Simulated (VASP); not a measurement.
# Sb2Pt (Pa-3) in VASP: notebook

The runs below take Sb2Pt through relaxation of cell and atoms, with PBEsol, LDA.

Program: VASP 6.6.1. These are calculated values, not measurements. Logs are shortened: lines on timing, memory, paths and dates and some standing lists are left out, and cuts for length are marked.

### 1 The cell of the first run

It takes space group Pa-3 (No. 205, cubic). Conventional cell: a = 6.442 Å, b = 6.442 Å, c = 6.442 Å, α = 90.00°, β = 90.00°, γ = 90.00°. Within 3.7 Å of Sb (site symmetry 3) lie 3 Pt at 2.67 Å and 7 Sb at 2.78 to 3.60 Å. Within 3.5 Å of Pt (site symmetry -3) lie 6 Sb at 2.67 Å.

### 2 Relaxation of cell and atoms, PBEsol

File INCAR:

```
PREC = Accurate ; ENCUT = 600
EDIFF = 1E-6 ; ISMEAR = -1
SIGMA = 0.1 ; LREAL = False
LASPH = True ; NELM = 60
ALGO = Normal ; ISIF = 3
LWAVE = False ; LCHARG = False
GGA = PS ; IBRION = 2
NSW = 80 ; EDIFFG = -0.01
```

File KPOINTS:

```
regular mesh
0
Gamma
  5 5 5
```

File POSCAR:

```
Sb2Pt
1.0
    6.4423000000      0.0000000000      0.0000000000
    0.0000000000      6.4423000000      0.0000000000
    0.0000000000      0.0000000000      6.4423000000
Sb Pt
8 4
Direct
    0.3753000000      0.3753000000      0.3753000000
    0.1247000000      0.6247000000      0.8753000000
    0.8753000000      0.1247000000      0.6247000000
    0.6247000000      0.8753000000      0.1247000000
    0.6247000000      0.6247000000      0.6247000000
    0.8753000000      0.3753000000      0.1247000000
    0.1247000000      0.8753000000      0.3753000000
    0.3753000000      0.1247000000      0.8753000000
    0.0000000000      0.0000000000      0.0000000000
    0.5000000000      0.0000000000      0.5000000000
    0.5000000000      0.5000000000      0.0000000000
    0.0000000000      0.5000000000      0.5000000000
```

Potentials or basis: VASP PAW PBE potentials, release 64 (Sb, Pt).

The run is started by

```sh
$ cat potpaw_PBE.64/Sb/POTCAR potpaw_PBE.64/Pt/POTCAR > POTCAR
$ mpirun -np 1 vasp_std > vasp.out
```

OUTCAR:

```text
PREC = Accurate
   ENCUT = 600
   EDIFF = 1E-6
   ISMEAR = -1
   LREAL = False
   LASPH = True
   NELM = 60
   ISIF = 3
   GGA = PS
   IBRION = 2
   NSW = 80
   EDIFFG = -0.01

 ion  position               nearest neighbor table
   1  0.375  0.375  0.375-  10 2.67  11 2.67  12 2.67   5 2.78   6 3.60   7 3.60   8 3.60   8 3.60
                             7 3.60   6 3.60
   2  0.125  0.625  0.875-   9 2.67  11 2.67  12 2.67   6 2.78   5 3.60   7 3.60   8 3.60   7 3.60
                             8 3.60   5 3.60
   3  0.875  0.125  0.625-   9 2.67  10 2.67  12 2.67   7 2.78   6 3.60   5 3.60   8 3.60   6 3.60
                             5 3.60   8 3.60
   4  0.625  0.875  0.125-   9 2.67  10 2.67  11 2.67   8 2.78   6 3.60   7 3.60   5 3.60   5 3.60
                             6 3.60   7 3.60
   5  0.625  0.625  0.625-  10 2.67  11 2.67  12 2.67   1 2.78   2 3.60   3 3.60   4 3.60   4 3.60
                             3 3.60   2 3.60
   6  0.875  0.375  0.125-   9 2.67  11 2.67  12 2.67   2 2.78   1 3.60   3 3.60   4 3.60   3 3.60
                             4 3.60   1 3.60
   7  0.125  0.875  0.375-   9 2.67  10 2.67  12 2.67   3 2.78   2 3.60   1 3.60   4 3.60   2 3.60
                             1 3.60   4 3.60
   8  0.375  0.125  0.875-   9 2.67  10 2.67  11 2.67   4 2.78   2 3.60   3 3.60   1 3.60   1 3.60
                             2 3.60   3 3.60
   9  0.000  0.000  0.000-   2 2.67   3 2.67   4 2.67   6 2.67   7 2.67   8 2.67
  10  0.500  0.000  0.500-   1 2.67   3 2.67   4 2.67   5 2.67   7 2.67   8 2.67
  11  0.500  0.500  0.000-   1 2.67   2 2.67   4 2.67   5 2.67   6 2.67   8 2.67
  12  0.000  0.500  0.500-   1 2.67   2 2.67   3 2.67   5 2.67   6 2.67   7 2.67

  LATTYP: Found a simple cubic cell.
 ALAT       =     6.4423000000

  Lattice vectors:

 A1 = (   6.4423000000,   0.0000000000,   0.0000000000)
 A2 = (   0.0000000000,   6.4423000000,   0.0000000000)
 A3 = (   0.0000000000,   0.0000000000,   6.4423000000)

Analysis of symmetry for initial positions (statically):
=====================================================================
 Subroutine PRICEL returns:
 Original cell was already a primitive cell.

 Routine SETGRP: Setting up the symmetry group for a
 simple cubic supercell.

 Subroutine GETGRP returns: Found 24 space group operations
 (whereof  6 operations were pure point group operations)
 out of a pool of 48 trial point group operations.

The static configuration has the point symmetry S_6 .
 The point group associated with its full space group is T_h .

Analysis of symmetry for dynamics (positions and initial velocities):
=====================================================================
 Subroutine PRICEL returns:
 Original cell was already a primitive cell.

 Routine SETGRP: Setting up the symmetry group for a
 simple cubic supercell.

 Subroutine GETGRP returns: Found 24 space group operations
 (whereof  6 operations were pure point group operations)
 out of a pool of 48 trial point group operations.

The dynamic configuration has the point symmetry S_6 .
 The point group associated with its full space group is T_h .

 Subroutine INISYM returns: Found 24 space group operations
 (whereof  6 operations are pure point group operations),
 and found     1 'primitive' translations

----------------------------------------------------------------------------------------

                                     Primitive cell

  volume of cell :     267.3763

  direct lattice vectors                    reciprocal lattice vectors
     6.442300000  0.000000000  0.000000000     0.155224066  0.000000000  0.000000000
     0.000000000  6.442300000  0.000000000     0.000000000  0.155224066  0.000000000
     0.000000000  0.000000000  6.442300000     0.000000000  0.000000000  0.155224066

  length of vectors
     6.442300000  6.442300000  6.442300000     0.155224066  0.155224066  0.155224066

  position of ions in fractional coordinates (direct lattice)
     0.375300000  0.375300000  0.375300000
     0.124700000  0.624700000  0.875300000
     0.875300000  0.124700000  0.624700000
     0.624700000  0.875300000  0.124700000
     0.624700000  0.624700000  0.624700000
     0.875300000  0.375300000  0.124700000
     0.124700000  0.875300000  0.375300000
     0.375300000  0.124700000  0.875300000
     0.000000000  0.000000000  0.000000000
     0.500000000  0.000000000  0.500000000
     0.500000000  0.500000000  0.000000000
     0.000000000  0.500000000  0.500000000

  ion indices of the primitive-cell ions
   primitive index   ion index
                 1           1
                 2           2
                 3           3
                 4           4
                 5           5
                 6           6
                 7           7
                 8           8
                 9           9
                10          10
                11          11
                12          12

----------------------------------------------------------------------------------------

 KPOINTS: regular mesh

Automatic generation of k-mesh.
 Grid dimensions read from file:
 generate k-points for:    5    5    5

 Generating k-lattice:

  Cartesian coordinates                     Fractional coordinates (reciprocal lattice)
     0.031044813  0.000000000  0.000000000     0.200000000  0.000000000  0.000000000
     0.000000000  0.031044813  0.000000000     0.000000000  0.200000000  0.000000000
     0.000000000  0.000000000  0.031044813     0.000000000  0.000000000  0.200000000

  Length of vectors
     0.031044813  0.031044813  0.031044813

  Shift w.r.t. Gamma in fractional coordinates (k-lattice)
     0.000000000  0.000000000  0.000000000

 Subroutine IBZKPT returns following result:
 ===========================================

 Found     11 irreducible k-points:

 Following reciprocal coordinates:
            Coordinates               Weight
  0.000000  0.000000  0.000000      1.000000
  0.200000  0.000000  0.000000      6.000000
  0.400000  0.000000  0.000000      6.000000
  0.200000  0.200000  0.000000     12.000000
  0.400000  0.200000  0.000000     12.000000
 -0.200000  0.400000  0.000000     12.000000
  0.400000  0.400000  0.000000     12.000000
  0.200000  0.200000  0.200000      8.000000
  0.400000  0.200000  0.200000     24.000000
  0.400000  0.400000  0.200000     24.000000
  0.400000  0.400000  0.400000      8.000000
   k-points           NKPTS =     11   k-points in BZ     NKDIM =     11   number of bands    NBANDS=     48
   number of dos      NEDOS =    301   number of ions     NIONS =     12
   total plane-waves  NPLWV = 157464
   dimension x,y,z NGX =    54 NGY =   54 NGZ =   54
   dimension x,y,z NGXF=   108 NGYF=  108 NGZF=  108
   ions per type =               8   4
   NGX,Y,Z   is equivalent  to a cutoff of  13.93, 13.93, 13.93 a.u.
   NGXF,Y,Z  is equivalent  to a cutoff of  27.87, 27.87, 27.87 a.u.
 SYSTEM =  unknown system
   PREC   = accura    normal or accurate (medium, high low for compatibility)
   ISTART =      0    job   : 0-new  1-cont  2-samecut
   ICHARG =      2    charge: 1-file 2-atom 10-const
   ISPIN  =      1    spin polarized calculation?
   LNONCOLLINEAR =      F non collinear calculations
   LSORBIT =      F    spin-orbit coupling
   LASPH  =      T    aspherical Exc in radial PAW
   ENCUT  =  600.0 eV  44.10 Ry    6.64 a.u.  12.87 12.87 12.87*2*pi/ulx,y,z
   NELM   =     60;   NELMIN=  2; NELMDL= -5     # of ELM steps
   EDIFF  = 0.1E-05   stopping-criterion for ELM
   LREAL  =      F    real-space projection
   EDIFFG = -.1E-01   stopping-criterion for IOM
   NSW    =     80    number of steps for IOM
   IBRION =      2    ionic relax: 0-MD 1-quasi-New 2-CG
   NFREE  =      1    steps in history (QN), initial steepest desc. (CG)
   ISIF   =      3    stress and relaxation
   ISYM   =      2    0-nonsym 1-usesym 2-fastsym
   POTIM  = 0.5000    time-step for ionic-motion
   TEBEG  =    0.0;   TEEND  =   0.0 temperature during run
   PSTRESS=    0.0 pullay stress
   NELECT =      80.0000    total number of electrons
   NUPDOWN=      -1.0000    fix difference up-down
   EMIN   =  10.00;   EMAX   =-10.00  energy-range for DOS
   EFERMI =   0.00;   METHOD = LEGACY
   ISMEAR =    -1;   SIGMA  =   0.10  broadening in eV -4-tet -1-fermi 0-gaus
   EFERMI_NEDOS =   21; number of points for ismear=-14 and -15
   IALGO  =     38    algorithm
   IMIX   =      4    mixing-type and parameters
     AMIX     =   0.40;   BMIX     =  1.00
     AMIX_MAG =   1.60;   BMIX_MAG =  1.00
  volume/ion in A,a.u.               =      22.28       150.36
  Fermi-wavevector in a.u.,A,eV,Ry     =   1.094957  2.069169 16.312456  1.198932
  Thomas-Fermi vector in A             =   2.231272
   LORBIT       =      0    0 simple, 1 ext, 2 COOP (PROOUT), +10 PAW based schemes
   GGA     = PS    functional components
   LHFCALC =     F    Hartree Fock is set to
   AEXX    =    0.0000 exact exchange contribution
   IVDW    =     0    specifies the selected vdW correction
   LEPSILON=     F    determine dielectric tensor
   LRPA    =     F    only Hartree local field effects (RPA)
 conjugate gradient relaxation of ions
 non-spin polarized calculation
  energy-cutoff  :      600.00
  volume of cell :      267.38
 maximum number of plane-waves:      8958
 NGX is ok and might be reduce to    54
   NGX = 25   NGY = 25   NGZ = 25

--------------------------------------- Ionic step        1  -------------------------------------------

 number of electron      80.0000005 magnetization

 Free energy of the ion-electron system (eV)
  ---------------------------------------------------
  ext. energy  EPLUGINS =         0.00000000
  ---------------------------------------------------
  free energy    TOTEN  =       -70.40493018 eV

  energy without entropy =      -70.34915484  energy(sigma->0) =      -70.37704251

------------------------ aborting loop because EDIFF is reached ----------------------------------------

  FORCE on cell =-STRESS in cart. coord.  units (eV):
  Direction    XX          YY          ZZ          XY          YZ          ZX
  --------------------------------------------------------------------------------------
  -------------------------------------------------------------------------------------
  Total        1.8525894      1.8525894      1.8525894      0.0000000     -0.0000000     -0.0000000
  in kB       11.1011234     11.1011234     11.1011234      0.0000000     -0.0000000     -0.0000000
  external PRESSURE =      11.1011234 kB  Pullay stress =       0.0000000 kB
[... 169 lines left out ...]
  energy  without entropy=      -70.3626465149  energy(sigma->0) =      -70.39260307

--------------------------------------- Ionic step        5  -------------------------------------------

 number of electron      80.0000006 magnetization

 Free energy of the ion-electron system (eV)
  ---------------------------------------------------
  ext. energy  EPLUGINS =         0.00000000
  ---------------------------------------------------
  free energy    TOTEN  =       -70.42280876 eV

  energy without entropy =      -70.36279540  energy(sigma->0) =      -70.39280208

 E-fermi :   9.0817     XC(G=0): -11.0613

 val. band max:        9.0474752014   @ k =   0.0000   0.0000   0.0000
 cond. band min:       9.1593394497   @ k =   0.2000   0.0000   0.0000
 fundamental gap:      0.1118642483
 Fermi energy:         9.0817475026

 k-point     1 :       0.0000    0.0000    0.0000
  band No.  band energies     occupation
      1      -3.6734      2.00000
      2      -1.3823      2.00000
      3      -1.3823      2.00000
      4      -1.3823      2.00000
      5       0.0564      2.00000
      6       0.0564      2.00000
[... 589 lines left out ...]
  FREE ENERGIE OF THE ION-ELECTRON SYSTEM (eV)
  ---------------------------------------------------
  free  energy   TOTEN  =       -70.4228087638 eV

  energy  without entropy=      -70.3627953961  energy(sigma->0) =      -70.39280208

 reached required accuracy - stopping structural energy minimisation
```

Wall time 5.7 min (1 thread of AMD EPYC 9R45 (Zen 5), shared host); peak memory 0.46 GiB.

Results:

- Free energy: -70.4228 eV
- Relaxed volume: 22.47 Å³/atom
- Relaxed cell: a = 6.460 Å, b = 6.460 Å, c = 6.460 Å, α = 90.00°, β = 90.00°, γ = 90.00°
- Space group after relaxing (to 0.1 Å): Pa-3 (No. 205)
- Energy gained by relaxing: 1.5 meV/atom
- Ionic steps: 5
- Pressure after relaxing: 0.0 GPa
- Band gap on the k mesh: zero (bands 40 and 41 overlap by 0.11 eV)

Step by step:
| step | energy change (eV) | largest force (eV/Å) | pressure (GPa) | volume (Å³) |
| --- | --- | --- | --- | --- |
| 1 | 0.0000 | 0.2045 | 1.11 | 267.38 |
| 2 | 0.0016 | 0.0277 | -1.61 | 273.39 |
| 3 | -0.0137 | 0.1141 | -0.23 | 270.28 |
| 4 | -0.0176 | 0.0284 | -0.06 | 269.75 |
| 5 | -0.0179 | 0.0015 | 0.03 | 269.59 |

Final structure:
```yaml
crystal:
  lattice:
    - [6.46000, 0.00000, 0.00000]
    - [0.00000, 6.46000, 0.00000]
    - [0.00000, 0.00000, 6.46000]
  atoms:
    - { symbol: Sb, position: [0.37416, 0.37416, 0.37416] }
    - { symbol: Sb, position: [0.12584, 0.62584, 0.87416] }
    - { symbol: Sb, position: [0.87416, 0.12584, 0.62584] }
    - { symbol: Sb, position: [0.62584, 0.87416, 0.12584] }
    - { symbol: Sb, position: [0.62584, 0.62584, 0.62584] }
    - { symbol: Sb, position: [0.87416, 0.37416, 0.12584] }
    - { symbol: Sb, position: [0.12584, 0.87416, 0.37416] }
    - { symbol: Sb, position: [0.37416, 0.12584, 0.87416] }
    - { symbol: Pt, position: [0.00000, 0.00000, 0.00000] }
    - { symbol: Pt, position: [0.50000, 0.00000, 0.50000] }
    - { symbol: Pt, position: [0.50000, 0.50000, 0.00000] }
    - { symbol: Pt, position: [0.00000, 0.50000, 0.50000] }
```

Levels at points of the mesh, in eV from the Fermi level:
| k point | band 38 | band 39 | band 40 | band 41 | band 42 | band 43 |
| --- | --- | --- | --- | --- | --- | --- |
| (0.00, 0.00, 0.00) | -0.53 | -0.53 | -0.53 | -0.03 | -0.03 | -0.03 |

Caveat: the PAW data sets were made with another functional, which shifts forces and pressure a little; spin-orbit coupling is left out, which moves the levels of the heavy elements.

### 3 Relaxation of cell and atoms, LDA

File INCAR:

```
PREC     = Accurate       # precision mode
ENCUT    = 600            # plane-wave cutoff, eV
EDIFF    = 1E-7           # SCF threshold, eV
ISMEAR   = -1             # smearing method
SIGMA    = 0.1            # smearing width, eV
LREAL    = F              # projectors in reciprocal space
LASPH    = T              # aspherical terms in the spheres
NELM     = 100            # most SCF steps
ALGO     = Normal         # electronic algorithm
ISIF     = 3              # what is computed and relaxed
LWAVE    = F              # write WAVECAR
LCHARG   = F              # write CHGCAR
GGA      = CA             # functional
IBRION   = 2              # ionic algorithm
NSW      = 80             # ionic steps
EDIFFG   = -0.01          # ionic threshold
```

KPOINTS is that of step 2.

POSCAR is that of step 2.

Potentials or basis: VASP PAW LDA potentials, release 64 (Sb, Pt).

The run is started by

```sh
$ cat potpaw_LDA.64/Sb/POTCAR potpaw_LDA.64/Pt/POTCAR > POTCAR
$ mpirun -np 1 vasp_std > vasp.out
```

It took 6.6 min on 1 thread of AMD EPYC 9R45 (Zen 5), shared host; peak memory 0.37 GiB.

Results (log left out):

```yaml
Free_energy: -74.7175 eV
Relaxed_volume: 22.12 Å³/atom
Relaxed_cell: a = 6.426 Å, b = 6.426 Å, c = 6.426 Å, α = 90.00°, β = 90.00°, γ = 90.00°
Space_group_after_relaxing_to_0.1_Å: Pa-3 (No. 205)
Energy_gained_by_relaxing: 1.1 meV/atom
Ionic_steps: 5
Pressure_after_relaxing: 0.0 GPa
Band_gap_on_the_k_mesh: zero (bands 40 and 41 overlap by 0.10 eV)
```

Step by step:
```csv
step,energy change (eV),largest force (eV/Å),pressure (GPa),volume (Å³)
1,0.0000,0.1665,-0.88,267.38
2,-0.0009,0.0645,1.36,262.67
3,-0.0095,0.1149,0.24,264.95
4,-0.0131,0.0177,0.03,265.33
5,-0.0131,0.0008,-0.01,265.40
```

Final structure:
```
CELL_PARAMETERS angstrom
6.42640 0.00000 0.00000
0.00000 6.42640 0.00000
0.00000 0.00000 6.42640
ATOMIC_POSITIONS crystal
Sb 0.37425 0.37425 0.37425
Sb 0.12575 0.62575 0.87425
Sb 0.87425 0.12575 0.62575
Sb 0.62575 0.87425 0.12575
Sb 0.62575 0.62575 0.62575
Sb 0.87425 0.37425 0.12575
Sb 0.12575 0.87425 0.37425
Sb 0.37425 0.12575 0.87425
Pt 0.00000 0.00000 0.00000
Pt 0.50000 0.00000 0.50000
Pt 0.50000 0.50000 0.00000
Pt 0.00000 0.50000 0.50000
```

Levels at points of the mesh, in eV from the Fermi level:
| k point | band 37 | band 38 | band 39 | band 40 | band 41 | band 42 | band 43 | band 44 |
| --- | --- | --- | --- | --- | --- | --- | --- | --- |
| (0.00, 0.00, 0.00) | -1.75 | -0.55 | -0.55 | -0.55 | -0.03 | -0.03 | -0.03 | 0.80 |

Caveat: spin-orbit coupling is left out, which moves the levels of the heavy elements.
